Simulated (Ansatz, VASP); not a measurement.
**Two plane-wave programs on MgSe**

```
Mg Se
1.0
     0.00000    2.73628    2.73628
     2.73628    0.00000    2.73628
     2.73628    2.73628    0.00000
Mg Se
1 1
Direct
  0.00000 0.00000 0.00000
  0.50000 0.50000 0.50000
```

Alike in both runs: task single point; functional PBE0; k mesh 6 × 6 × 6; no spin polarisation.

|  | VASP | Ansatz |
| --- | --- | --- |
| version | VASP 6.6.1 | Ansatz 0.2.0 |
| potentials or method | VASP PAW PBE potentials, release 64 (Mg, Se) | plane waves, PAW |
| plane-wave cutoff (eV) | 520 | 420 |
| occupations | gaussian, width 0.01 eV | fixed |
| valence electrons in the cell | 8 | 26 |

```csv
,VASP,Ansatz,Ansatz less VASP
gap on the k mesh at the Fermi level (eV),3.33,3.35,+0.015
pressure (GPa),-0.6,-0.2,+0.35
```

VASP's potentials hold 8 valence electrons a cell and Ansatz's 26, so a difference there can come from the potentials and not from the codes. Ansatz's warnings: stress exchange threshold loose, stress scf threshold loose.
